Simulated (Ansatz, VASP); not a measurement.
EuO in VASP and in Ansatz

```
CELL_PARAMETERS angstrom
0.00000 2.57973 2.57973
2.57973 0.00000 2.57973
2.57973 2.57973 0.00000
ATOMIC_POSITIONS crystal
Eu 0.50000 0.50000 0.50000
O 0.00000 0.00000 0.00000
```

Alike in both runs: task single point; functional r2SCAN; dispersion rVV10; k mesh 8 × 8 × 8; occupations gaussian, width 0.05 eV; collinear spin; Hubbard terms Eu f U = 4.0 eV.

```csv
,VASP,Ansatz
version,VASP 6.6.1,Ansatz 0.2.0
potentials or method,"VASP PAW PBE potentials, release 64 (Eu, O), cutoff 800 eV","scalar-relativistic, plane waves, PAW"
valence electrons in the cell,23,23
```

|  | VASP | Ansatz | Ansatz less VASP |
| --- | --- | --- | --- |
| pressure (GPa) | -4.0 | -3.6 | +0.45 |
| net moment per atom (μB) | 3.50 | 3.50 | 0.000 |
| size of the moment on the site where the two differ most (μB) | 6.62 | 6.78 | +0.158 |

VASP's potentials were made for PBE, not for r2SCAN. Site moments also hang on the region over which each program counts them. The programs project onto different local orbitals, so the same U acts differently, and such runs can settle in different states. Ansatz's warnings: stability check not made.

Spin-orbit coupling is off throughout.
